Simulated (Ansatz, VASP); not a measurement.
# One calculation of CdS, two programs

```
CELL_PARAMETERS angstrom
4.12455 0.00000 0.00000
-2.06228 3.57197 0.00000
0.00000 0.00000 6.73537
ATOMIC_POSITIONS crystal
Cd 0.00000 0.00000 0.00000
Cd 0.33333 0.66667 0.50000
S 0.00000 0.00000 0.37500
S 0.33333 0.66667 0.87500
```

Alike in both runs: task relaxation of cell and atoms; functional PBE; k mesh 12 × 12 × 4; occupations gaussian, width 0.02 eV; no spin polarisation.

|  | VASP | Ansatz |
| --- | --- | --- |
| version | VASP 6.6.1 | Ansatz 0.2.0 |
| potentials or method | VASP PAW PBE potentials, release 64 (Cd, S), cutoff 600 eV | scalar-relativistic, plane waves, PAW |
| valence electrons in the cell | 36 | 52 |

|  | VASP | Ansatz | Ansatz less VASP |
| --- | --- | --- | --- |
| gap on the k mesh at the Fermi level, each at its own relaxed structure (eV) | 1.10 | 1.11 | +0.010 |
| relaxed volume (Å³/atom) | 26.16 | 26.04 | -0.123 |
| relaxed cell length with the largest relative difference (Å) | 4.203 | 4.197 | -0.0067 |

VASP's potentials hold 36 valence electrons a cell and Ansatz's 52, so a difference there can come from the potentials and not from the codes.
